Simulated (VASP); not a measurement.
# BiIr (rocksalt type) in VASP: further runs

BiIr (rocksalt type) is run at these levels: PBE; tasks: electric field gradients.

All numbers are computed with VASP 6.6.1; they aren't measurements. Logs are shortened: lines on timing, memory, paths and dates and some standing lists are left out, and cuts for length are marked.

## 1. The cell of the first run

Symmetry: I4/mmm, No. 139, tetragonal system. The conventional cell has a = 4.057 Å, b = 4.057 Å, c = 5.625 Å, α = 90.00°, β = 90.00°, γ = 90.00°. Ir (site symmetry 4/mmm) has 6 Bi at 2.81 to 2.87 Å within 3.7 Å. Bi (site symmetry 4/mmm) has 6 Ir at 2.81 to 2.87 Å within 3.7 Å.

## 2. Electric field gradients, PBE (x and y stretched by +2 %, z held)

The input, INCAR:

```
  PREC = Accurate
  ENCUT = 520
  EDIFF = 1E-8
  ISMEAR = -1
  SIGMA = 0.08
  LREAL = False
  LASPH = True
  NELM = 60
  ALGO = Normal
  ISIF = 2
  LWAVE = False
  LCHARG = False
  GGA = PE
  LEFG = True
  NBANDS = 19
```

The input, KPOINTS:

```
Automatic mesh
0
Gamma
  12 12 12
```

The input, POSCAR:

```
BiIr
1.0
    0.0000000000      2.8687882197      2.8125374703
    2.8687882197      0.0000000000      2.8125374703
    2.8687882197      2.8687882197      0.0000000000
Ir Bi
1 1
Direct
    0.0000000000      0.0000000000      0.0000000000
    0.5000000000      0.5000000000      0.5000000000
```

Potentials or basis: VASP PAW PBE potentials, release 64 (Ir, Bi_d).

On the command line:

```console
$ cat potpaw_PBE.64/Ir/POTCAR potpaw_PBE.64/Bi_d/POTCAR > POTCAR
$ mpirun -np 1 vasp_std > vasp.out
```

OUTCAR:

```text
PREC = Accurate
   ENCUT = 520
   EDIFF = 1E-8
   ISMEAR = -1
   LREAL = False
   LASPH = True
   NELM = 60
   ISIF = 2
   GGA = PE

 ion  position               nearest neighbor table
   1  0.000  0.000  0.000-   2 2.81   2 2.81   2 2.87   2 2.87   2 2.87   2 2.87
   2  0.500  0.500  0.500-   1 2.81   1 2.81   1 2.87   1 2.87   1 2.87   1 2.87

  LATTYP: Found a body centered tetragonal cell.
 ALAT       =     4.0570792079
 C/A-ratio  =     1.3864838847

  Lattice vectors:

 A1 = (   0.0000000000,  -2.8687882197,  -2.8125374703)
 A2 = (   0.0000000000,   2.8687882197,  -2.8125374703)
 A3 = (   2.8687882197,   0.0000000000,   2.8125374703)

Analysis of symmetry for initial positions (statically):
=====================================================================
 Subroutine PRICEL returns:
 Original cell was already a primitive cell.

 Routine SETGRP: Setting up the symmetry group for a
 body centered tetragonal supercell.

 Subroutine GETGRP returns: Found 16 space group operations
 (whereof 16 operations were pure point group operations)
 out of a pool of 16 trial point group operations.

The static configuration has the point symmetry D_4h.

Analysis of symmetry for dynamics (positions and initial velocities):
=====================================================================
 Subroutine PRICEL returns:
 Original cell was already a primitive cell.

 Routine SETGRP: Setting up the symmetry group for a
 body centered tetragonal supercell.

 Subroutine GETGRP returns: Found 16 space group operations
 (whereof 16 operations were pure point group operations)
 out of a pool of 16 trial point group operations.

The dynamic configuration has the point symmetry D_4h.

 Subroutine INISYM returns: Found 16 space group operations
 (whereof 16 operations are pure point group operations),
 and found     1 'primitive' translations

----------------------------------------------------------------------------------------

                                     Primitive cell

  volume of cell :      46.2941

  direct lattice vectors                    reciprocal lattice vectors
     0.000000000  2.868788220  2.812537470    -0.174289617  0.174289617  0.177775409
     2.868788220  0.000000000  2.812537470     0.174289617 -0.174289617  0.177775409
     2.868788220  2.868788220  0.000000000     0.174289617  0.174289617 -0.177775409

  length of vectors
     4.017500824  4.017500824  4.057079208     0.303904323  0.303904323  0.303904323

  position of ions in fractional coordinates (direct lattice)
     0.000000000  0.000000000  0.000000000
     0.500000000  0.500000000  0.500000000

  ion indices of the primitive-cell ions
   primitive index   ion index
                 1           1
                 2           2

----------------------------------------------------------------------------------------

 KPOINTS: Automatic mesh

Automatic generation of k-mesh.
 Grid dimensions read from file:
 generate k-points for:   12   12   12

 Generating k-lattice:

  Cartesian coordinates                     Fractional coordinates (reciprocal lattice)
    -0.014524135  0.014524135  0.014814617     0.083333333 -0.000000000  0.000000000
     0.014524135 -0.014524135  0.014814617    -0.000000000  0.083333333  0.000000000
     0.014524135  0.014524135 -0.014814617     0.000000000  0.000000000  0.083333333

  Length of vectors
     0.025325360  0.025325360  0.025325360

  Shift w.r.t. Gamma in fractional coordinates (k-lattice)
     0.000000000  0.000000000  0.000000000

 Subroutine IBZKPT returns following result:
 ===========================================

 Found    163 irreducible k-points:

 Following reciprocal coordinates:
            Coordinates               Weight
  0.000000  0.000000  0.000000      1.000000
  0.083333  0.000000  0.000000      8.000000
  0.166667  0.000000  0.000000      8.000000
  0.250000  0.000000  0.000000      8.000000
  0.333333  0.000000  0.000000      8.000000
  0.416667  0.000000  0.000000      8.000000
[... 16 lines left out ...]
  0.500000  0.166667  0.000000      8.000000
 -0.416667  0.166667  0.000000      8.000000
 [... further k-points ...]
   k-points           NKPTS =    163   k-points in BZ     NKDIM =    163   number of bands    NBANDS=     19
   number of dos      NEDOS =    301   number of ions     NIONS =      2
   total plane-waves  NPLWV =  27000
   dimension x,y,z NGX =    30 NGY =   30 NGZ =   30
   dimension x,y,z NGXF=    60 NGYF=   60 NGZF=   60
   ions per type =               1   1
   NGX,Y,Z   is equivalent  to a cutoff of  12.41, 12.41, 12.29 a.u.
   NGXF,Y,Z  is equivalent  to a cutoff of  24.83, 24.83, 24.59 a.u.
 SYSTEM =  unknown system
   PREC   = accura    normal or accurate (medium, high low for compatibility)
   ISTART =      0    job   : 0-new  1-cont  2-samecut
   ICHARG =      2    charge: 1-file 2-atom 10-const
   ISPIN  =      1    spin polarized calculation?
   LNONCOLLINEAR =      F non collinear calculations
   LSORBIT =      F    spin-orbit coupling
   LASPH  =      T    aspherical Exc in radial PAW
   ENCUT  =  520.0 eV  38.22 Ry    6.18 a.u.   7.47  7.47  7.54*2*pi/ulx,y,z
   NELM   =     60;   NELMIN=  2; NELMDL= -5     # of ELM steps
   EDIFF  = 0.1E-07   stopping-criterion for ELM
   LREAL  =      F    real-space projection
   EDIFFG = 0.1E-06   stopping-criterion for IOM
   NSW    =      0    number of steps for IOM
   IBRION =     -1    ionic relax: 0-MD 1-quasi-New 2-CG
   NFREE  =      0    steps in history (QN), initial steepest desc. (CG)
   ISIF   =      2    stress and relaxation
   ISYM   =      2    0-nonsym 1-usesym 2-fastsym
   POTIM  = 0.5000    time-step for ionic-motion
   TEBEG  =    0.0;   TEEND  =   0.0 temperature during run
   PSTRESS=    0.0 pullay stress
   NELECT =      24.0000    total number of electrons
   NUPDOWN=      -1.0000    fix difference up-down
   EMIN   =  10.00;   EMAX   =-10.00  energy-range for DOS
   EFERMI =   0.00;   METHOD = LEGACY
   ISMEAR =    -1;   SIGMA  =   0.08  broadening in eV -4-tet -1-fermi 0-gaus
   EFERMI_NEDOS =   21; number of points for ismear=-14 and -15
   IALGO  =     38    algorithm
   IMIX   =      4    mixing-type and parameters
     AMIX     =   0.40;   BMIX     =  1.00
     AMIX_MAG =   1.60;   BMIX_MAG =  1.00
  volume/ion in A,a.u.               =      23.15       156.20
  Fermi-wavevector in a.u.,A,eV,Ry     =   1.315134  2.485244 23.532345  1.729579
  Thomas-Fermi vector in A             =   2.445338
   LORBIT       =      0    0 simple, 1 ext, 2 COOP (PROOUT), +10 PAW based schemes
   GGA     = PE    functional components
   LHFCALC =     F    Hartree Fock is set to
   AEXX    =    0.0000 exact exchange contribution
   IVDW    =     0    specifies the selected vdW correction
   LEPSILON=     F    determine dielectric tensor
   LRPA    =     F    only Hartree local field effects (RPA)
 non-spin polarized calculation
  energy-cutoff  :      520.00
  volume of cell :       46.29
 maximum number of plane-waves:      1269
 NGX is ok and might be reduce to    30
   NGX = 15   NGY = 15   NGZ = 15

 number of electron      23.9999995 magnetization

 Free energy of the ion-electron system (eV)
  ---------------------------------------------------
  ext. energy  EPLUGINS =         0.00000000
  ---------------------------------------------------
  free energy    TOTEN  =       -11.68752152 eV

  energy without entropy =      -11.65992203  energy(sigma->0) =      -11.67372178

 E-fermi :   7.5198     XC(G=0): -11.3294

 val. band max:        7.5138634540   @ k =  -0.4167   0.0833   0.5000
 cond. band min:       7.5203802395   @ k =   0.5000   0.0000   0.4167
 fundamental gap:      0.0065167855
 Fermi energy:         7.5197828764

 k-point     1 :       0.0000    0.0000    0.0000
  band No.  band energies     occupation
      1     -15.1092      2.00000
      2     -15.1083      2.00000
      3     -15.0635      2.00000
      4     -15.0598      2.00000
      5     -15.0598      2.00000
      6      -5.0280      2.00000
[... 11 lines left out ...]
     18      17.8228      0.00000
     19      18.4407      0.00000

 k-point     2 :       0.0833    0.0000    0.0000
  band No.  band energies     occupation
      1     -15.1074      2.00000
      2     -15.1063      2.00000
      3     -15.0623      2.00000
      4     -15.0584      2.00000
      5     -15.0578      2.00000
      6      -4.9390      2.00000
[... 476 lines left out ...]
 k-point    24 :      -0.4167    0.1667    0.0000
  band No.  band energies     occupation
      1     -15.0948      2.00000
      2     -15.0837      2.00000
      3     -15.0482      2.00000
      4     -15.0316      2.00000
      5     -15.0234      2.00000
      6      -3.0797      2.00000
[... 11 lines left out ...]
     18      18.5450      0.00000
     19      19.8728      0.00000

 [... further k-points ...]
[... 5 lines left out ...]
  --------------------------------------------------------------------------------------
  -------------------------------------------------------------------------------------
  Total       -1.3563926     -1.3563926     -0.7661434      0.0000000      0.0000000     -0.0000000
  in kB      -46.9429844    -46.9429844    -26.5152274      0.0000000      0.0000000     -0.0000000
  external PRESSURE =     -40.1337321 kB  Pullay stress =       0.0000000 kB

 VOLUME and BASIS-vectors are now :
 -----------------------------------------------------------------------------
  energy-cutoff  :      520.00
  volume of cell :       46.29
      direct lattice vectors                 reciprocal lattice vectors
     0.000000000  2.868788220  2.812537470    -0.174289617  0.174289617  0.177775409
     2.868788220  0.000000000  2.812537470     0.174289617 -0.174289617  0.177775409
     2.868788220  2.868788220  0.000000000     0.174289617  0.174289617 -0.177775409

 POSITION                                       TOTAL-FORCE (eV/Angst)
 -----------------------------------------------------------------------------------
      0.00000      0.00000      0.00000         0.000000      0.000000      0.000000
      2.86879      2.86879      2.81254         0.000000      0.000000     -0.000000
 -----------------------------------------------------------------------------------
    total drift:                                0.000000      0.000000      0.000000

  FREE ENERGIE OF THE ION-ELECTRON SYSTEM (eV)
  ---------------------------------------------------
  free  energy   TOTEN  =       -11.6875215236 eV

  energy  without entropy=      -11.6599220348  energy(sigma->0) =      -11.67372178

 Electric field gradients (V/A^2)
---------------------------------------------------------------------
 ion       V_xx      V_yy      V_zz      V_xy      V_xz      V_yz
---------------------------------------------------------------------
   1      15.428    15.428   -30.856     0.000     0.000     0.000
   2      47.484    47.484   -94.968    -0.000     0.000     0.000
---------------------------------------------------------------------

 Electric field gradients after diagonalization (V/A^2)
 (convention: |V_zz| > |V_xx| > |V_yy|)
----------------------------------------------------------------------
 ion       V_xx      V_yy      V_zz     asymmetry (V_yy - V_xx)/ V_zz
----------------------------------------------------------------------
   1      15.428    15.428   -30.856       0.000
   2      47.484    47.484   -94.968       0.000
----------------------------------------------------------------------

           NMR quadrupolar parameters

 Cq : quadrupolar parameter    Cq=e*Q*V_zz/h
 eta: asymmetry parameters     (V_yy - V_xx)/ V_zz
 Q  : nuclear electric quadrupole moment in mb (millibarn)
----------------------------------------------------------------------
 ion       Cq(MHz)       eta       Q (mb)
----------------------------------------------------------------------
   1      -0.075       0.000       1.000
   2      -0.230       0.000       1.000
----------------------------------------------------------------------
```

Run time: 61 s. Hardware: 1 thread of Intel Xeon 6975P-C (Granite Rapids), shared host; peak memory 0.28 GiB.

Results:

```
Free energy                             : -11.6875 eV
Pressure                                : -4.0 GPa
Band gap on the k mesh                  : zero (bands 12 and 13 overlap by 2.53 eV)
Largest electric field gradient by atom : Ir -30.9; Bi -95.0 V/Å²
```

Levels at points of the mesh, in eV from the Fermi level:
```
           k point  band 8  band 9  band 10  band 11  band 12  band 13  band 14  band 15  band 16  band 17
(0.00, 0.00, 0.00)   -1.75   -1.64    -1.49    -1.49     1.84     1.91     1.91     3.26     7.87    10.30
(0.50, 0.00, 0.00)   -3.40   -3.36    -1.04    -1.04    -0.74     4.25     5.41     5.61     6.40     6.68
(0.50, 0.50, 0.00)   -2.43   -1.10    -0.88    -0.88    -0.69    -0.69    -0.26     1.18     8.19    12.99
(0.50, 0.00, 0.50)   -2.47   -1.15    -0.81    -0.68    -0.67    -0.66    -0.29     1.32     8.35    12.92
```

Electric field gradients, principal values (V/Å²):
```csv
atom,least,middle,greatest (by size)
1 Ir,15.428,15.428,-30.856
2 Bi,47.484,47.484,-94.968
```

Caveat: the cell differs from its parent crystal (x and y stretched by +2 %, z held); the cell stands under tension; without QUAD_EFG the Cq values of the log hold for a quadrupole moment of 1 mb, not for the nuclei; spin-orbit coupling is left out, which moves the levels of the heavy elements.

## 3. Electric field gradients, PBE (equal xy, yz and zx shear strains of +2 %)

INCAR is that of step 2.

KPOINTS is that of step 2.

The input, POSCAR:

```
BiIr
1.0
    0.0562507494      2.8406628450      2.8406628450
    2.8406628450      0.0562507494      2.8406628450
    2.8406628450      2.8406628450      0.0562507494
Ir Bi
1 1
Direct
    0.0000000000      0.0000000000      0.0000000000
    0.5000000000      0.5000000000      0.5000000000
```

Potentials or basis: VASP PAW PBE potentials, release 64 (Ir, Bi_d).

On the command line:

```console
$ cat potpaw_PBE.64/Ir/POTCAR potpaw_PBE.64/Bi_d/POTCAR > POTCAR
$ mpirun -np 1 vasp_std > vasp.out
```

OUTCAR:

```text
PREC = Accurate
   ENCUT = 520
   EDIFF = 1E-8
   ISMEAR = -1
   LREAL = False
   LASPH = True
   NELM = 60
   ISIF = 2
   GGA = PE

 ion  position               nearest neighbor table
   1  0.000  0.000  0.000-   2 2.81   2 2.81   2 2.81   2 2.81   2 2.81   2 2.81
   2  0.500  0.500  0.500-   1 2.81   1 2.81   1 2.81   1 2.81   1 2.81   1 2.81

  LATTYP: Found a trigonal (rhomboedric) cell.
 ALAT       =     4.0176977169
 COS(alpha) =     0.5197000882

  Lattice vectors:

 A1 = (   0.0562507494,   2.8406628450,   2.8406628450)
 A2 = (   2.8406628450,   0.0562507494,   2.8406628450)
[... 741 lines left out ...]
  free  energy   TOTEN  =       -11.7114415770 eV

  energy  without entropy=      -11.6856608085  energy(sigma->0) =      -11.69855119

 Electric field gradients (V/A^2)
---------------------------------------------------------------------
 ion       V_xx      V_yy      V_zz      V_xy      V_xz      V_yz
---------------------------------------------------------------------
   1       0.000    -0.000    -0.000    -4.259    -4.259    -4.259
   2      -0.000    -0.000    -0.000   -10.108   -10.108   -10.108
---------------------------------------------------------------------

 Electric field gradients after diagonalization (V/A^2)
 (convention: |V_zz| > |V_xx| > |V_yy|)
----------------------------------------------------------------------
 ion       V_xx      V_yy      V_zz     asymmetry (V_yy - V_xx)/ V_zz
----------------------------------------------------------------------
   1       4.259     4.259    -8.519       0.000
   2      10.108    10.108   -20.216       0.000
----------------------------------------------------------------------

           NMR quadrupolar parameters

 Cq : quadrupolar parameter    Cq=e*Q*V_zz/h
 eta: asymmetry parameters     (V_yy - V_xx)/ V_zz
 Q  : nuclear electric quadrupole moment in mb (millibarn)
----------------------------------------------------------------------
 ion       Cq(MHz)       eta       Q (mb)
----------------------------------------------------------------------
   1      -0.021       0.000       1.000
   2      -0.049       0.000       1.000
----------------------------------------------------------------------
```

OSZICAR:

```text
N       E                     dE             d eps       ncg     rms          rms(c)
DAV:   1     0.232130487696E+03    0.23213E+03   -0.12387E+04  7209   0.151E+03
DAV:   2     0.428341186373E+01   -0.22785E+03   -0.22020E+03  7197   0.406E+02
DAV:   3    -0.114059713936E+02   -0.15689E+02   -0.15489E+02  8212   0.116E+02
DAV:   4    -0.118251165589E+02   -0.41915E+00   -0.41874E+00  8710   0.190E+01
DAV:   5    -0.118398688310E+02   -0.14752E-01   -0.14751E-01  9352   0.338E+00    0.586E+00
DAV:   6    -0.117380659409E+02    0.10180E+00   -0.21666E-01  9118   0.495E+00    0.276E+00
DAV:   7    -0.117156516572E+02    0.22414E-01   -0.64213E-02  9573   0.264E+00    0.135E+00
DAV:   8    -0.117117519281E+02    0.38997E-02   -0.23690E-02  8310   0.139E+00    0.187E-01
DAV:   9    -0.117114233067E+02    0.32862E-03   -0.18438E-03  9262   0.591E-01    0.381E-02
DAV:  10    -0.117114377961E+02   -0.14489E-04   -0.64978E-05  9978   0.981E-02    0.167E-02
DAV:  11    -0.117114418962E+02   -0.41002E-05   -0.77386E-06  7931   0.269E-02    0.256E-03
DAV:  12    -0.117114417509E+02    0.14538E-06   -0.46901E-07  9795   0.608E-03    0.121E-03
DAV:  13    -0.117114416268E+02    0.12402E-06   -0.57988E-08  8210   0.271E-03    0.165E-04
DAV:  14    -0.117114415721E+02    0.54733E-07   -0.34462E-09  4863   0.568E-04    0.834E-05
DAV:  15    -0.117114415770E+02   -0.48976E-08   -0.56200E-10  4296   0.244E-04
   1 F= -.11711442E+02 E0= -.11698551E+02  d E =-.257808E-01
```

stdout:

```text
POSCAR found type information on POSCAR IrBi
 POSCAR found :  2 types and       2 ions
 scaLAPACK will be used
 LDA part: xc-table for (Slater+PW92), standard interpolation
 POSCAR, INCAR and KPOINTS ok, starting setup
 FFT: planning ... GRIDC
 FFT: planning ... GRID_SOFT
 FFT: planning ... GRID
 WAVECAR not read
 entering main loop
ion   1

ion   2
```

Wall time 70 s (1 thread of Intel Xeon 6975P-C (Granite Rapids), shared host); peak memory 0.3 GiB.

What came out:

```yaml
Free_energy: -11.7114 eV
Pressure: 0.1 GPa
Band_gap_on_the_k_mesh: zero (bands 12 and 13 overlap by 2.41 eV)
Largest_electric_field_gradient_by_atom: Ir -8.5; Bi -20.2 V/Å²
```

Levels at points of the mesh, in eV from the Fermi level:
```
           k point  band 8  band 9  band 10  band 11  band 12  band 13  band 14  band 15  band 16  band 17
(0.00, 0.00, 0.00)   -1.81   -1.81    -1.59    -1.59     1.70     2.08     2.08     3.63     7.77    10.54
(0.50, 0.00, 0.00)   -3.68   -3.56    -1.22    -1.07    -0.76     4.24     5.72     5.80     6.43     6.72
(0.50, 0.50, 0.00)   -2.66   -1.21    -1.01    -0.79    -0.74    -0.71    -0.26     1.45     8.47    13.05
(0.50, 0.50, 0.50)   -3.49   -3.49    -1.19    -1.19    -0.93     4.55     5.82     5.82     6.86     6.86
```

Electric field gradients, principal values (V/Å²):
```
atom   least  middle  greatest (by size)
1 Ir   4.259   4.259              -8.519
2 Bi  10.108  10.108             -20.216
```

Caveat: the cell differs from its parent crystal (equal xy, yz and zx shear strains of +2 %); without QUAD_EFG the Cq values of the log hold for a quadrupole moment of 1 mb, not for the nuclei; spin-orbit coupling is left out, which moves the levels of the heavy elements.

The gap in the log of VASP goes by the Fermi energy; the results here count the filled bands.